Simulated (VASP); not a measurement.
Input of a VASP 6.6.1 run:

Contents of INCAR:

```
ALGO     = Normal         # electronic algorithm
EDIFF    = 1E-6           # SCF threshold, eV
ENCUT    = 600            # plane-wave cutoff, eV
GGA      = PE             # functional
GGA_COMPAT= F            
ISIF     = 2              # what is computed and relaxed
ISMEAR   = 0              # smearing method
LASPH    = T              # aspherical terms in the spheres
LCHARG   = T              # write CHGCAR
LELF     = T              # ELF
LMAXMIX  = 6              # l up to which the mixer works
LREAL    = F              # projectors in reciprocal space
LVHAR    = T            
LWAVE    = F              # write WAVECAR
NBANDS   = 22             # bands
NELM     = 200            # most SCF steps
PREC     = Accurate       # precision mode
SIGMA    = 0.1            # smearing width, eV
```

File KPOINTS:

```
k-points
0
Gamma
  12 12 10
```

POSCAR

```
HoO3
1.0
    3.7400031287      0.0000000000      0.0000000000
   -1.8700015643      3.2389377197      0.0000000000
    0.0000000000      0.0000000000      4.5030749231
Ho O
1 3
Direct
    0.0000000000      0.0000000000      0.5000000000
    0.3333333333      0.6666666667      0.6820470007
    0.6666666667      0.3333333333      0.3179529993
    0.0000000000      0.0000000000      0.0000000000
```

Potentials or basis: VASP PAW PBE potentials, release 64 (Ho_3, O), 4f in core.

Command:

```sh
$ cat potpaw_PBE.64/Ho_3/POTCAR potpaw_PBE.64/O/POTCAR > POTCAR
$ mpirun -np 1 vasp_std > vasp.out
```

Problem. Estimate the pressure.

Solution. 0.8 GPa.

Problem. Predict the largest force.

Solution. 0.052 eV/Å.

Stress tensor (GPa, compression positive):
```
0.67 0.00 0.00
0.00 0.67 0.00
0.00 0.00 0.97
```

Caveat: spin-orbit coupling is left out, which moves the levels of the heavy elements; the 4f electrons are frozen in the core, so they carry no moment and show no levels; an odd number of electrons without spin polarisation forces a metal; a magnetic or distorted state may lie lower; the run has no spin polarisation, though such a crystal can be magnetic. Spin polarisation is off, so any magnetic state and its effect on volume and gap are missing.
